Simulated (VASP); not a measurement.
# TaN (P3m1) in VASP: single point with PBEsol

Aim: the single point of TaN with PBEsol.

Everything below comes from runs of VASP 6.6.1. Logs are shortened: lines on timing, memory, paths and dates and some standing lists are left out, and cuts for length are marked.

## Step 1: The cell of the first run

The structure is trigonal, space group P3m1 (No. 156). Conventional cell: a = 2.924 Å, b = 2.924 Å, c = 13.112 Å, α = 90.00°, β = 90.00°, γ = 120.00°. Ta (site symmetry 3m) has 3 N at 2.22 Å and 7 Ta at 2.87 to 2.92 Å within 3.0 Å. Within 3.0 Å of Ta (site symmetry 3m) lie 6 N at 2.22 Å and 8 Ta at 2.87 to 2.92 Å. Within 3.0 Å of Ta (site symmetry 3m) lie 6 N at 2.22 Å and 7 Ta at 2.87 to 2.92 Å. N (site symmetry 3m) has 3 Ta at 2.22 Å and 7 N at 2.87 to 2.92 Å within 3.0 Å. Within 3.0 Å of N (site symmetry 3m) lie 6 Ta at 2.22 Å and 7 N at 2.87 to 2.92 Å. Within 3.0 Å of N (site symmetry 3m) lie 6 Ta at 2.22 Å and 8 N at 2.87 to 2.92 Å.

## Step 2: Single point, PBEsol (the distance across one plane changed)

File INCAR:

```
SYSTEM = TaN
  ALGO = Normal
  EDIFF = 1E-6
  ENCUT = 520
  GGA = PS
  ISIF = 2
  ISMEAR = 0
  LASPH = .True.
  LCHARG = .True.
  LELF = .True.
  LREAL = .False.
  LVHAR = .True.
  LWAVE = .False.
  NBANDS = 33
  NELM = 80
  PREC = Accurate
  SIGMA = 0.15
```

File KPOINTS:

```
k-points
0
Gamma
  23 23 7
  0 0 0
```

File POSCAR:

```
TaN
1.0
   -2.9239890447      0.0000000000      0.0000000000
   -1.4619945224     -2.5322487931      0.0000000000
    0.0000000000      0.0000000000     13.1121829280
Ta N
3 3
Direct
    0.3333333333      0.3333333333      0.0547230296
    0.3333333333      0.3333333333      0.2736589351
    0.3333333333      0.3333333333      0.4925948406
    0.0000000000      0.0000000000      0.6020627934
    0.0000000000      0.0000000000      0.1641909823
    0.0000000000      0.0000000000      0.3831268879
```

Potentials or basis: VASP PAW PBE potentials, release 64 (Ta_pv, N).

On the command line:

```sh
> cat potpaw_PBE.64/Ta_pv/POTCAR potpaw_PBE.64/N/POTCAR > POTCAR
> mpirun -np 1 vasp_std > vasp.out
```

OUTCAR:

```text
SYSTEM = TaN
   EDIFF = 1E-6
   ENCUT = 520
   GGA = PS
   ISIF = 2
   ISMEAR = 0
   LASPH = .True.
   LREAL = .False.
   NELM = 80
   PREC = Accurate

 ion  position               nearest neighbor table
   1  0.333  0.333  0.055-   5 2.22   5 2.22   5 2.22   2 2.87
   2  0.333  0.333  0.274-   6 2.22   5 2.22   6 2.22   5 2.22   6 2.22   5 2.22   3 2.87   1 2.87

   3  0.333  0.333  0.493-   6 2.22   6 2.22   6 2.22   4 2.22   4 2.22   4 2.22   2 2.87
   4  0.000  0.000  0.602-   3 2.22   3 2.22   3 2.22
   5  0.000  0.000  0.164-   1 2.22   1 2.22   1 2.22   2 2.22   2 2.22   2 2.22
   6  0.000  0.000  0.383-   3 2.22   3 2.22   3 2.22   2 2.22   2 2.22   2 2.22

  LATTYP: Found a hexagonal cell.
 ALAT       =     2.9239890447
 C/A-ratio  =     4.4843474881

  Lattice vectors:

 A1 = (   1.4619945224,   2.5322487931,   0.0000000000)
 A2 = (  -2.9239890447,   0.0000000000,   0.0000000000)
 A3 = (   0.0000000000,   0.0000000000,  13.1121829280)

Analysis of symmetry for initial positions (statically):
=====================================================================
 Subroutine PRICEL returns:
 Original cell was already a primitive cell.

 Routine SETGRP: Setting up the symmetry group for a
 hexagonal supercell.

 Subroutine GETGRP returns: Found  6 space group operations
 (whereof  6 operations were pure point group operations)
 out of a pool of 24 trial point group operations.

The static configuration has the point symmetry C_3v.

Analysis of symmetry for dynamics (positions and initial velocities):
=====================================================================
 Subroutine PRICEL returns:
 Original cell was already a primitive cell.

 Routine SETGRP: Setting up the symmetry group for a
 hexagonal supercell.

 Subroutine GETGRP returns: Found  6 space group operations
 (whereof  6 operations were pure point group operations)
 out of a pool of 24 trial point group operations.

The dynamic configuration has the point symmetry C_3v.

 Subroutine INISYM returns: Found  6 space group operations
 (whereof  6 operations are pure point group operations),
 and found     1 'primitive' translations

----------------------------------------------------------------------------------------

                                     Primitive cell

  volume of cell :      97.0861

  direct lattice vectors                    reciprocal lattice vectors
[... 99 lines left out ...]
   IBRION =     -1    ionic relax: 0-MD 1-quasi-New 2-CG
   NFREE  =      0    steps in history (QN), initial steepest desc. (CG)
   ISIF   =      2    stress and relaxation
   ISYM   =      2    0-nonsym 1-usesym 2-fastsym
   POTIM  = 0.5000    time-step for ionic-motion
   TEBEG  =    0.0;   TEEND  =   0.0 temperature during run
   PSTRESS=    0.0 pullay stress
   NELECT =      48.0000    total number of electrons
   NUPDOWN=      -1.0000    fix difference up-down
   EMIN   =  10.00;   EMAX   =-10.00  energy-range for DOS
   EFERMI =   0.00;   METHOD = LEGACY
   ISMEAR =     0;   SIGMA  =   0.15  broadening in eV -4-tet -1-fermi 0-gaus
   EFERMI_NEDOS =   21; number of points for ismear=-14 and -15
   IALGO  =     38    algorithm
   IMIX   =      4    mixing-type and parameters
     AMIX     =   0.40;   BMIX     =  1.00
     AMIX_MAG =   1.60;   BMIX_MAG =  1.00
  volume/ion in A,a.u.               =      16.18       109.19
  Fermi-wavevector in a.u.,A,eV,Ry     =   1.294502  2.446255 22.799780  1.675737
  Thomas-Fermi vector in A             =   2.426081
   LORBIT       =      0    0 simple, 1 ext, 2 COOP (PROOUT), +10 PAW based schemes
   GGA     = PS    functional components
   LHFCALC =     F    Hartree Fock is set to
   AEXX    =    0.0000 exact exchange contribution
   IVDW    =     0    specifies the selected vdW correction
   LEPSILON=     F    determine dielectric tensor
   LRPA    =     F    only Hartree local field effects (RPA)
 non-spin polarized calculation
 Gauss-broadening in eV      SIGMA  =   0.15
  energy-cutoff  :      520.00
  volume of cell :       97.09
 maximum number of plane-waves:      2682
 NGX is ok and might be reduce to    24
   NGX = 11   NGY = 11   NGZ = 49

 number of electron      48.0000006 magnetization

 Free energy of the ion-electron system (eV)
  ---------------------------------------------------
  ext. energy  EPLUGINS =         0.00000000
  ---------------------------------------------------
  free energy    TOTEN  =       -66.19021488 eV

  energy without entropy =      -66.14256539  energy(sigma->0) =      -66.16639014

 E-fermi :   3.0160     XC(G=0): -10.2267

 val. band max:        3.0125409473   @ k =   0.0870   0.0000   0.0000
 cond. band min:       3.0182649991   @ k =   0.0870   0.0000   0.1429
 fundamental gap:      0.0057240518
 Fermi energy:         3.0160345841

 k-point     1 :       0.0000    0.0000    0.0000
  band No.  band energies     occupation
      1     -32.2178      2.00000
      2     -31.6806      2.00000
      3     -31.3302      2.00000
      4     -31.2433      2.00000
      5     -31.2433      2.00000
      6     -30.8774      2.00000
[... 853 lines left out ...]
     32       7.0845      0.00000
     33       7.3737      0.00000

 [... further k-points ...]

------------------------ aborting loop because EDIFF is reached ----------------------------------------

  FORCE on cell =-STRESS in cart. coord.  units (eV):
  Direction    XX          YY          ZZ          XY          YZ          ZX
  --------------------------------------------------------------------------------------
  -------------------------------------------------------------------------------------
  Total       -1.3352116     -1.3352116     -7.6519425     -0.0000000      0.0000000      0.0000000
  in kB      -22.0345191    -22.0345191   -126.2772657     -0.0000000      0.0000000      0.0000000
  external PRESSURE =     -56.7821013 kB  Pullay stress =       0.0000000 kB

 VOLUME and BASIS-vectors are now :
 -----------------------------------------------------------------------------
  energy-cutoff  :      520.00
  volume of cell :       97.09
      direct lattice vectors                 reciprocal lattice vectors
    -2.923989045  0.000000000  0.000000000    -0.341998545  0.197452952  0.000000000
    -1.461994522 -2.532248793  0.000000000     0.000000000 -0.394905904  0.000000000
     0.000000000  0.000000000 13.112182928     0.000000000  0.000000000  0.076264952

 POSITION                                       TOTAL-FORCE (eV/Angst)
 -----------------------------------------------------------------------------------
     -1.46199     -0.84408      0.71754        -0.000000     -0.000000     -0.065606
     -1.46199     -0.84408      3.58827        -0.000000      0.000000     -0.174471
     -1.46199     -0.84408      6.45899         0.000000     -0.000000      7.135217
      0.00000      0.00000      7.89436         0.000000     -0.000000     -6.037493
      0.00000      0.00000      2.15290         0.000000     -0.000000      0.296405
      0.00000      0.00000      5.02363         0.000000     -0.000000     -1.154052
 -----------------------------------------------------------------------------------
    total drift:                               -0.000000     -0.000000     -0.000464

  FREE ENERGIE OF THE ION-ELECTRON SYSTEM (eV)
  ---------------------------------------------------
  free  energy   TOTEN  =       -66.1902148821 eV

  energy  without entropy=      -66.1425653879  energy(sigma->0) =      -66.16639014
```

OSZICAR:

```text
N       E                     dE             d eps       ncg     rms          rms(c)
DAV:   1     0.445377614796E+03    0.44538E+03   -0.26351E+04 23544   0.145E+03
DAV:   2    -0.447565476503E+02   -0.49013E+03   -0.46914E+03 27260   0.424E+02
DAV:   3    -0.740392484273E+02   -0.29283E+02   -0.28556E+02 30121   0.972E+01
[... 12 lines left out ...]
DAV:  16    -0.661901922206E+02   -0.71143E-04   -0.16557E-04 28624   0.718E-02    0.194E-02
DAV:  17    -0.661902057915E+02   -0.13571E-04   -0.20007E-05 29878   0.415E-02    0.107E-02
DAV:  18    -0.661902129029E+02   -0.71114E-05   -0.14356E-05 27640   0.226E-02    0.663E-03
DAV:  19    -0.661902143637E+02   -0.14608E-05   -0.72229E-06 23727   0.154E-02    0.269E-03
DAV:  20    -0.661902148821E+02   -0.51848E-06   -0.18156E-06 21536   0.896E-03
   1 F= -.66190215E+02 E0= -.66166390E+02  d E =-.476495E-01
```

It took 14 min on 1 thread of AMD EPYC 9R45 (Zen 5), shared host; peak memory 0.87 GiB.

What came out:

| Quantity | Value |
| --- | --- |
| Free energy | -66.1902 eV |
| Pressure | -5.7 GPa |
| Largest force | 7.135 eV/Å |
| Band gap on the k mesh | zero (bands 24 and 25 overlap by 0.78 eV) |

Forces in eV/Å, atoms in the order of the input:
```
Ta   0.000  0.000 -0.066
Ta   0.000  0.000 -0.174
Ta   0.000  0.000  7.135
N    0.000  0.000 -6.037
N    0.000  0.000  0.296
N    0.000  0.000 -1.154
```

Stress tensor (GPa, compression positive):
```
 -2.20   0.00   0.00
  0.00  -2.20   0.00
  0.00   0.00 -12.63
```

Caveat: the cell differs from its parent crystal (the distance across one plane changed); the stress differs along the axes, from -13 to -2 GPa; the PAW data sets were made with another functional, which shifts forces and pressure a little; spin-orbit coupling is left out, which moves the levels of the heavy elements.
